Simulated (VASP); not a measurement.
A run of VASP 6.6.1 is set up as follows.

POSCAR

```
Si
1.0
    3.8319083588      0.0000000000      0.0000000000
   -1.9159541794      3.3185299837      0.0000000000
    0.0000000000      0.0000000000     25.3129518340
Si
8
Direct
    0.6666666667      0.3333333333      0.2962910074
    0.3333333333      0.6666666667      0.3279041508
    0.3333333333      0.6666666667      0.4215592880
    0.6666666667      0.3333333333      0.4531724314
    0.6666666667      0.3333333333      0.5468275686
    0.3333333333      0.6666666667      0.5784407120
    0.3333333333      0.6666666667      0.6720958492
    0.6666666667      0.3333333333      0.7037089926
```

File INCAR.step1:

```
PREC = Accurate
ENCUT = 520
ISMEAR = 0
SIGMA = 0.05
LREAL = F
LASPH = T
NELM = 100
LDIPOL = T
IDIPOL = 3
DIPOL = 0.5 0.5 0.500
GGA = PE
ALGO = Normal
EDIFF = 1E-4
LWAVE = T
LCHARG = F
KPAR = 4
```

INCAR.step2

```
PREC = Accurate
ENCUT = 520
EDIFF = 1E-7
ISMEAR = 0
SIGMA = 0.05
LREAL = F
LASPH = T
NELM = 100
ALGO = Normal
ISIF = 2
LWAVE = F
LCHARG = F
LDIPOL = T
IDIPOL = 3
DIPOL = 0.5 0.5 0.500
METAGGA = R2SCAN
LMIXTAU = T
IBRION = 2
NSW = 80
EDIFFG = -0.02
ISTART = 1
KPAR = 4
```

File KPOINTS:

```
regular mesh
0
Gamma
  9 9 1
```

Potentials or basis: VASP PAW PBE potentials, release 64 (Si).

Run with:

```bash
$ cat potpaw_PBE.64/Si/POTCAR > POTCAR
$ cp INCAR.step1 INCAR
$ mpirun -np 4 vasp_std > vasp.out
$ cp INCAR.step2 INCAR
$ mpirun -np 4 vasp_std > vasp.out
```

Q: What does it give for the energy gained by relaxing?

A: 13.0 meV/atom.

Q: What does it give for the band gap on the k mesh?

A: Zero (bands 16 and 17 overlap by 0.38 eV).

Final structure:
```
Si
1.0
     3.83191    0.00000    0.00000
    -1.91595    3.31853    0.00000
     0.00000    0.00000   25.31295
Si
8
Direct
  0.66667 0.33333 0.30111
  0.33333 0.66667 0.32704
  0.33333 0.66667 0.42246
  0.66667 0.33333 0.45333
  0.66667 0.33333 0.54667
  0.33333 0.66667 0.57754
  0.33333 0.66667 0.67296
  0.66667 0.33333 0.69889
```
